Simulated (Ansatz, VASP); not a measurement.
## One calculation of Sc3H2, two programs

```
Sc H
1.0
     3.23514    0.00000    0.00000
    -1.61757    2.80171    0.00000
     0.00000    0.00000    7.91244
Sc H
3 2
Direct
  0.00000 0.00000 0.00000
  0.33333 0.66667 0.66906
  0.66667 0.33333 0.33094
  0.33333 0.66667 0.15810
  0.66667 0.33333 0.84190
```

Alike in both runs: task relaxation of cell and atoms; functional PBE; k mesh 12 × 12 × 6; occupations gaussian, width 0.1 eV; no spin polarisation.

|  | VASP | Ansatz |
| --- | --- | --- |
| version | VASP 6.6.1 | Ansatz 0.2.0 |
| potentials or method | VASP PAW PBE potentials, release 64 (Sc_sv, H), cutoff 600 eV | scalar-relativistic, plane waves, PAW |
| valence electrons in the cell | 35 | 35 |

|  | VASP | Ansatz | Ansatz less VASP |
| --- | --- | --- | --- |
| gap on the k mesh at the Fermi level, each at its own relaxed structure (eV) | none | none | - |
| relaxed volume (Å³/atom) | 14.40 | 14.36 | -0.040 |
| relaxed cell length with the largest relative difference (Å) | 7.903 | 7.896 | -0.0079 |

A gap of «none» marks a metal or a gap that the smearing closes.
